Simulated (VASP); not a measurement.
# Ga (I4/mmm) in VASP: a series of runs

The runs below take Ga through single point, relaxation of cell and atoms, with PBE.

All numbers are computed with VASP 6.6.1; they aren't measurements. Logs are shortened: lines on timing, memory, paths and dates and some standing lists are left out, and cuts for length are marked.

**1. The cell of the first run**

The structure is tetragonal, space group I4/mmm (No. 139). Conventional cell: a = 3.487 Å, b = 3.487 Å, c = 6.007 Å, α = 90.00°, β = 90.00°, γ = 90.00°. Within 3.3 Å of Ga (site symmetry 4mm) lie 5 Ga at 2.50 to 2.52 Å.

The cell was generated, and may not be a known phase.

**2. Single point, PBE**

INCAR

```
ALGO     = Fast           # electronic algorithm
EDIFF    = 1E-6           # SCF threshold, eV
ENCUT    = 520            # plane-wave cutoff, eV
GGA      = PE             # functional
ISIF     = 2              # what is computed and relaxed
ISMEAR   = 0              # smearing method
LASPH    = T              # aspherical terms in the spheres
LCHARG   = F              # write CHGCAR
LREAL    = F              # projectors in reciprocal space
LWAVE    = F              # write WAVECAR
NBANDS   = 20             # bands
NELM     = 60             # most SCF steps
PREC     = Accurate       # precision mode
SIGMA    = 0.1            # smearing width, eV
```

KPOINTS

```
k-points
0
Gamma
  8 8 8
```

POSCAR

```
Ga
1.0
   -1.7434514600      1.7434514600      3.0035069100
    1.7434514600     -1.7434514600      3.0035069100
    1.7434514600      1.7434514600     -3.0035069100
Ga
2
Direct
    0.2919075800      0.2919075800      0.0000000000
    0.7080924200      0.7080924200      0.0000000000
```

Potentials or basis: VASP PAW PBE potentials, release 64 (Ga_d).

Run with:

```bash
$ cat potpaw_PBE.64/Ga_d/POTCAR > POTCAR
$ mpirun -np 1 vasp_std > vasp.out
```

OUTCAR:

```text
EDIFF = 1E-6
   ENCUT = 520
   GGA = PE
   ISIF = 2
   ISMEAR = 0
   LASPH = T
   LREAL = F
   NELM = 60
   PREC = Accurate

 ion  position               nearest neighbor table
   1  0.292  0.292  0.000-   2 2.50   2 2.52   2 2.52   2 2.52   2 2.52
   2  0.708  0.708  0.000-   1 2.50   1 2.52   1 2.52   1 2.52   1 2.52

  LATTYP: Found a body centered tetragonal cell.
 ALAT       =     3.4869029200
 C/A-ratio  =     1.7227361810

  Lattice vectors:

 A1 = (  -1.7434514600,   1.7434514600,   3.0035069100)
 A2 = (   1.7434514600,  -1.7434514600,   3.0035069100)
 A3 = (   1.7434514600,   1.7434514600,  -3.0035069100)

Analysis of symmetry for initial positions (statically):
=====================================================================
 Subroutine PRICEL returns:
 Original cell was already a primitive cell.

 Routine SETGRP: Setting up the symmetry group for a
 body centered tetragonal supercell.

 Subroutine GETGRP returns: Found 16 space group operations
 (whereof 16 operations were pure point group operations)
 out of a pool of 16 trial point group operations.

The static configuration has the point symmetry D_4h.

Analysis of symmetry for dynamics (positions and initial velocities):
=====================================================================
 Subroutine PRICEL returns:
 Original cell was already a primitive cell.

 Routine SETGRP: Setting up the symmetry group for a
 body centered tetragonal supercell.

 Subroutine GETGRP returns: Found 16 space group operations
 (whereof 16 operations were pure point group operations)
 out of a pool of 16 trial point group operations.

The dynamic configuration has the point symmetry D_4h.

 Subroutine INISYM returns: Found 16 space group operations
 (whereof 16 operations are pure point group operations),
 and found     1 'primitive' translations

----------------------------------------------------------------------------------------

                                     Primitive cell

  volume of cell :      36.5181

  direct lattice vectors                    reciprocal lattice vectors
    -1.743451460  1.743451460  3.003506910     0.000000000  0.286787451  0.166472066
     1.743451460 -1.743451460  3.003506910     0.286787451  0.000000000  0.166472066
     1.743451460  1.743451460 -3.003506910     0.286787451  0.286787451  0.000000000

  length of vectors
     3.885910414  3.885910414  3.885910414     0.331602157  0.331602157  0.405578703

  position of ions in fractional coordinates (direct lattice)
     0.291907580  0.291907580  0.000000000
     0.708092420  0.708092420  0.000000000

  ion indices of the primitive-cell ions
   primitive index   ion index
                 1           1
                 2           2

----------------------------------------------------------------------------------------

 KPOINTS: k-points

Automatic generation of k-mesh.
 Grid dimensions read from file:
 generate k-points for:    8    8    8

 Generating k-lattice:

  Cartesian coordinates                     Fractional coordinates (reciprocal lattice)
     0.000000000  0.035848431  0.020809008     0.125000000  0.000000000 -0.000000000
     0.035848431  0.000000000  0.020809008     0.000000000  0.125000000 -0.000000000
     0.035848431  0.035848431  0.000000000     0.000000000  0.000000000  0.125000000

  Length of vectors
     0.041450270  0.041450270  0.050697338

  Shift w.r.t. Gamma in fractional coordinates (k-lattice)
     0.000000000  0.000000000  0.000000000

 Subroutine IBZKPT returns following result:
 ===========================================

 Found     59 irreducible k-points:

 Following reciprocal coordinates:
            Coordinates               Weight
  0.000000  0.000000  0.000000      1.000000
  0.125000 -0.000000  0.000000      8.000000
  0.250000 -0.000000  0.000000      8.000000
  0.375000 -0.000000  0.000000      8.000000
  0.500000 -0.000000  0.000000      4.000000
  0.125000  0.125000  0.000000      8.000000
[... 16 lines left out ...]
  0.250000  0.125000  0.125000     16.000000
  0.375000  0.125000  0.125000      8.000000
 [... further k-points ...]
   k-points           NKPTS =     59   k-points in BZ     NKDIM =     59   number of bands    NBANDS=     20
   number of dos      NEDOS =    301   number of ions     NIONS =      2
   total plane-waves  NPLWV =  27000
   dimension x,y,z NGX =    30 NGY =   30 NGZ =   30
   dimension x,y,z NGXF=    60 NGYF=   60 NGZF=   60
   ions per type =               2
   NGX,Y,Z   is equivalent  to a cutoff of  12.83, 12.83, 12.83 a.u.
   NGXF,Y,Z  is equivalent  to a cutoff of  25.67, 25.67, 25.67 a.u.
 SYSTEM =  unknown system
   PREC   = accura    normal or accurate (medium, high low for compatibility)
   ISTART =      0    job   : 0-new  1-cont  2-samecut
   ICHARG =      2    charge: 1-file 2-atom 10-const
   ISPIN  =      1    spin polarized calculation?
   LNONCOLLINEAR =      F non collinear calculations
   LSORBIT =      F    spin-orbit coupling
   LASPH  =      T    aspherical Exc in radial PAW
   ENCUT  =  520.0 eV  38.22 Ry    6.18 a.u.   7.23  7.23  7.23*2*pi/ulx,y,z
   NELM   =     60;   NELMIN=  2; NELMDL= -5     # of ELM steps
   EDIFF  = 0.1E-05   stopping-criterion for ELM
   LREAL  =      F    real-space projection
   EDIFFG = 0.1E-04   stopping-criterion for IOM
   NSW    =      0    number of steps for IOM
   IBRION =     -1    ionic relax: 0-MD 1-quasi-New 2-CG
   NFREE  =      0    steps in history (QN), initial steepest desc. (CG)
   ISIF   =      2    stress and relaxation
   ISYM   =      2    0-nonsym 1-usesym 2-fastsym
   POTIM  = 0.5000    time-step for ionic-motion
   TEBEG  =    0.0;   TEEND  =   0.0 temperature during run
   PSTRESS=    0.0 pullay stress
   NELECT =      26.0000    total number of electrons
   NUPDOWN=      -1.0000    fix difference up-down
   EMIN   =  10.00;   EMAX   =-10.00  energy-range for DOS
   EFERMI =   0.00;   METHOD = LEGACY
   ISMEAR =     0;   SIGMA  =   0.10  broadening in eV -4-tet -1-fermi 0-gaus
   EFERMI_NEDOS =   21; number of points for ismear=-14 and -15
   IALGO  =     68    algorithm
   IMIX   =      4    mixing-type and parameters
     AMIX     =   0.40;   BMIX     =  1.00
     AMIX_MAG =   1.60;   BMIX_MAG =  1.00
  volume/ion in A,a.u.               =      18.26       123.22
  Fermi-wavevector in a.u.,A,eV,Ry     =   1.461829  2.762456 29.074878  2.136943
  Thomas-Fermi vector in A             =   2.578114
   LORBIT       =      0    0 simple, 1 ext, 2 COOP (PROOUT), +10 PAW based schemes
   GGA     = PE    functional components
   LHFCALC =     F    Hartree Fock is set to
   AEXX    =    0.0000 exact exchange contribution
   IVDW    =     0    specifies the selected vdW correction
   LEPSILON=     F    determine dielectric tensor
   LRPA    =     F    only Hartree local field effects (RPA)
 non-spin polarized calculation
 RMM-DIIS sequential band-by-band and
 Gauss-broadening in eV      SIGMA  =   0.10
  energy-cutoff  :      520.00
  volume of cell :       36.52
 maximum number of plane-waves:      1023
 NGX is ok and might be reduce to    30
   NGX = 15   NGY = 15   NGZ = 15

 number of electron      26.0000003 magnetization

 Free energy of the ion-electron system (eV)
  ---------------------------------------------------
  ext. energy  EPLUGINS =         0.00000000
  ---------------------------------------------------
  free energy    TOTEN  =        -5.29854318 eV

  energy without entropy =       -5.29433677  energy(sigma->0) =       -5.29643998

 E-fermi :   5.5955     XC(G=0): -11.0342

 val. band max:        5.5548718979   @ k =  -0.2500  -0.3750   0.1250
 cond. band min:       5.6261338549   @ k =   0.5000   0.5000   0.0000
 fundamental gap:      0.0712619570
 Fermi energy:         5.5954724424

 k-point     1 :       0.0000    0.0000    0.0000
  band No.  band energies     occupation
      1      -9.8317      2.00000
      2      -9.7153      2.00000
      3      -9.6651      2.00000
      4      -9.4892      2.00000
      5      -9.4892      2.00000
      6      -9.1632      2.00000
[... 12 lines left out ...]
     19      13.8446      0.00000
     20      14.8213      0.00000

 k-point     2 :       0.1250   -0.0000    0.0000
  band No.  band energies     occupation
      1      -9.8132      2.00000
      2      -9.7068      2.00000
      3      -9.6393      2.00000
      4      -9.4721      2.00000
      5      -9.4645      2.00000
      6      -9.1979      2.00000
[... 12 lines left out ...]
     19      14.4668      0.00000
     20      15.7837      0.00000

 k-point     3 :       0.2500   -0.0000    0.0000
  band No.  band energies     occupation
      1      -9.7559      2.00000
      2      -9.6807      2.00000
      3      -9.5693      2.00000
      4      -9.4396      2.00000
      5      -9.4029      2.00000
      6      -9.2573      2.00000
[... 12 lines left out ...]
     19      15.7221      0.00000
     20      16.5920      0.00000

 k-point     4 :       0.3750   -0.0000    0.0000
  band No.  band energies     occupation
      1      -9.6597      2.00000
      2      -9.6359      2.00000
      3      -9.5033      2.00000
      4      -9.4235      2.00000
      5      -9.4088      2.00000
      6      -9.2761      2.00000
[... 12 lines left out ...]
     19      17.7880      0.00000
     20      18.2053      0.00000

 k-point     5 :       0.5000   -0.0000    0.0000
  band No.  band energies     occupation
      1      -9.5949      2.00000
      2      -9.5421      2.00000
      3      -9.5297      2.00000
      4      -9.5265      2.00000
      5      -9.3498      2.00000
      6      -9.2998      2.00000
[... 12 lines left out ...]
     19      19.6373      0.00000
     20      20.9668      0.00000
[... 353 lines left out ...]
      6      -9.2900      2.00000
[... 12 lines left out ...]
     19      19.2590      0.00000
     20      19.3898      0.00000

 k-point    22 :       0.1250    0.1250    0.1250
  band No.  band energies     occupation
      1      -9.7260      2.00000
      2      -9.6141      2.00000
      3      -9.5092      2.00000
      4      -9.4785      2.00000
      5      -9.4509      2.00000
      6      -9.2630      2.00000
[... 12 lines left out ...]
     19      18.3120      0.00000
     20      18.3926      0.00000

 k-point    23 :       0.2500    0.1250    0.1250
  band No.  band energies     occupation
      1      -9.6888      2.00000
      2      -9.5546      2.00000
      3      -9.5123      2.00000
      4      -9.4709      2.00000
      5      -9.3955      2.00000
      6      -9.2426      2.00000
[... 12 lines left out ...]
     19      18.7092      0.00000
     20      19.8945      0.00000

 k-point    24 :       0.3750    0.1250    0.1250
  band No.  band energies     occupation
      1      -9.6590      2.00000
      2      -9.5977      2.00000
      3      -9.4489      2.00000
      4      -9.4337      2.00000
      5      -9.3474      2.00000
      6      -9.2835      2.00000
[... 12 lines left out ...]
     19      18.3220      0.00000
     20      19.1790      0.00000

 [... further k-points ...]

------------------------ aborting loop because EDIFF is reached ----------------------------------------

  FORCE on cell =-STRESS in cart. coord.  units (eV):
  Direction    XX          YY          ZZ          XY          YZ          ZX
  --------------------------------------------------------------------------------------
  -------------------------------------------------------------------------------------
  Total        3.2912645      3.2912645      1.1436805      0.0000000     -0.0000000      0.0000000
  in kB      144.3992771    144.3992771     50.1772628      0.0000000     -0.0000000      0.0000000
  external PRESSURE =     112.9919390 kB  Pullay stress =       0.0000000 kB

 VOLUME and BASIS-vectors are now :
 -----------------------------------------------------------------------------
  energy-cutoff  :      520.00
  volume of cell :       36.52
      direct lattice vectors                 reciprocal lattice vectors
    -1.743451460  1.743451460  3.003506910     0.000000000  0.286787451  0.166472066
     1.743451460 -1.743451460  3.003506910     0.286787451  0.000000000  0.166472066
     1.743451460  1.743451460 -3.003506910     0.286787451  0.286787451  0.000000000

 POSITION                                       TOTAL-FORCE (eV/Angst)
 -----------------------------------------------------------------------------------
      0.00000      0.00000      1.75349        -0.000000     -0.000000     -0.103301
      0.00000      0.00000      4.25352         0.000000      0.000000      0.103301
 -----------------------------------------------------------------------------------
    total drift:                               -0.000000     -0.000000      0.000000

  FREE ENERGIE OF THE ION-ELECTRON SYSTEM (eV)
  ---------------------------------------------------
  free  energy   TOTEN  =        -5.2985431827 eV

  energy  without entropy=       -5.2943367720  energy(sigma->0) =       -5.29643998
```

Wall time 46 s (1 thread of Intel Xeon Platinum 8259CL at 2.50GHz (Skylake/Cascade Lake), shared host); peak memory 0.18 GiB.

Results:

```yaml
Free_energy: -5.2985 eV
Pressure: 11.3 GPa
Largest_force: 0.103 eV/Å
Band_gap_on_the_k_mesh: zero (bands 13 and 14 overlap by 6.08 eV)
```

Forces in eV/Å, atoms in the order of the input:
```
Ga   0.000  0.000 -0.103
Ga   0.000  0.000  0.103
```

Stress tensor (GPa, compression positive):
```
14.44  0.00  0.00
 0.00 14.44  0.00
 0.00  0.00  5.02
```

Levels at points of the mesh, in eV from the Fermi level:
```tsv
k point	band 9	band 10	band 11	band 12	band 13	band 14	band 15	band 16	band 17	band 18
(0.00, 0.00, 0.00)	-14.65	-14.45	-11.38	2.55	2.55	3.64	5.26	5.49	7.91	8.25
(0.50, 0.00, 0.00)	-14.70	-14.70	-7.61	-6.83	0.76	3.50	4.24	5.32	6.71	7.29
(0.50, 0.50, 0.00)	-14.76	-14.60	-5.56	-4.38	-2.08	-1.97	0.03	3.49	10.47	13.61
(0.50, 0.50, 0.50)	-14.64	-14.47	-8.26	-5.46	0.23	0.23	1.67	5.13	14.62	14.62
```

Caveat: the stress differs along the axes, from 5 to 14 GPa.

(Continued in part 2 of 2.)

The gap in the log of VASP goes by the Fermi energy; the results here count the filled bands.